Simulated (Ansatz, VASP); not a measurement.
## Hf in VASP and in Ansatz

```xyz
3
Lattice="1.5978 0.9225 7.6694 -1.5978 0.9225 7.6694 0.0000 -1.8450 7.6694" Properties=species:S:1:pos:R:3 pbc="T T T"
Hf    0.0000    0.0000    0.0000
Hf    0.0000    0.0000    5.1240
Hf    0.0000    0.0000   17.8842
```

Alike in both runs: functional PBE; k mesh 15 × 15 × 15; occupations gaussian, width 0.1 eV; no spin polarisation.

Ansatz relaxed the structure, and its values are those at the end. VASP's run is a single point on that final structure, the one shown.

```csv
,VASP,Ansatz
version,VASP 6.6.1,Ansatz 0.2.0
potentials or method,"VASP PAW PBE potentials, release 64 (Hf_pv), cutoff 520 eV","scalar-relativistic, plane waves, PAW"
valence electrons in the cell,30,78
```

VASP gave:

* gap on the k mesh at the Fermi level (eV): none
* pressure (GPa): -0.4

Problem. What did Ansatz give for the same quantities?

Solution. gap on the k mesh at the Fermi level (eV): none; pressure (GPa): 0.0.

A gap of «none» marks a metal or a gap that the smearing closes. VASP's potentials hold 30 valence electrons a cell and Ansatz's 78, so a difference there can come from the potentials and not from the codes.

Spin-orbit coupling is off throughout.
